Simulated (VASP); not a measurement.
A run of VASP 6.6.1 is set up as follows.

The input INCAR:

```
  PREC = Accurate
  ENCUT = 520
  EDIFF = 1E-6
  ISMEAR = -1
  SIGMA = 0.05
  LREAL = False
  LASPH = True
  NELM = 150
  ALGO = Normal
  ISIF = 2
  LWAVE = False
  LCHARG = False
  ISPIN = 2
  MAGMOM = 0 0 1 1
  LORBIT = 11
  LMAXMIX = 4
  GGA = PE
  NBANDS = 29
```

File KPOINTS:

```
regular mesh
0
Gamma
  8 8 4
```

Contents of POSCAR:

```
NiI
1.0
    4.1089069299      0.0000000000      0.0000000000
   -2.0544534650      3.5584177831      0.0000000000
    0.0000000000      0.0000000000      6.9629298975
I Ni
2 2
Direct
    0.6666666667      0.3333333333      0.5051870000
    0.3333333333      0.6666666667      0.0051870000
    0.6666666667      0.3333333333      0.8698150000
    0.3333333333      0.6666666667      0.3698150000
```

Potentials or basis: VASP PAW PBE potentials, release 64 (I, Ni).

The run is started by

```console
$ cat potpaw_PBE.64/I/POTCAR potpaw_PBE.64/Ni/POTCAR > POTCAR
$ mpirun -np 1 vasp_std > vasp.out
```

(1) Predict the pressure.

(2) Predict the net moment.

(3) What does it give for the site moments?

(4) What does it give for the largest force?

Results:

(1) -1.2 GPa.

(2) 0.97 μB per cell.

(3) I +0.05; Ni +0.41 μB.

(4) 0.040 eV/Å.
